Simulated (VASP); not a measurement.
A run of VASP 6.6.1 is set up as follows.

Contents of INCAR:

```
PREC     = Accurate       # precision mode
ENCUT    = 520            # plane-wave cutoff, eV
EDIFF    = 1E-6           # SCF threshold, eV
ISMEAR   = -1             # smearing method
SIGMA    = 0.05           # smearing width, eV
LREAL    = False          # projectors in reciprocal space
LASPH    = True           # aspherical terms in the spheres
NELM     = 100            # most SCF steps
ALGO     = Normal         # electronic algorithm
ISIF     = 2              # what is computed and relaxed
LWAVE    = False          # write WAVECAR
LCHARG   = False          # write CHGCAR
GGA      = PE             # functional
IVDW     = 12             # dispersion correction
NBANDS   = 15             # bands
```

The input KPOINTS:

```
Automatic mesh
0
Gamma
  7 7 7
```

Contents of POSCAR:

```
KBr
1.0
    0.0000000000      3.2822280501      3.2822280501
    3.2822280501      0.0000000000      3.2822280501
    3.2822280501      3.2822280501      0.0000000000
Br K
1 1
Direct
    0.5000000000      0.5000000000      0.5000000000
    0.0000000000      0.0000000000      0.0000000000
```

Potentials or basis: VASP PAW PBE potentials, release 64 (Br, K_sv).

The run is started by

```sh
$ cat potpaw_PBE.64/Br/POTCAR potpaw_PBE.64/K_sv/POTCAR > POTCAR
$ mpirun -np 1 vasp_std > vasp.out
```

(1) Estimate the band gap on the k mesh.

(2) Estimate the dispersion energy per atom.

(3) Estimate the pressure.

Results:

(1) 4.48 eV.

(2) -0.210 eV.

(3) 0.0 GPa.
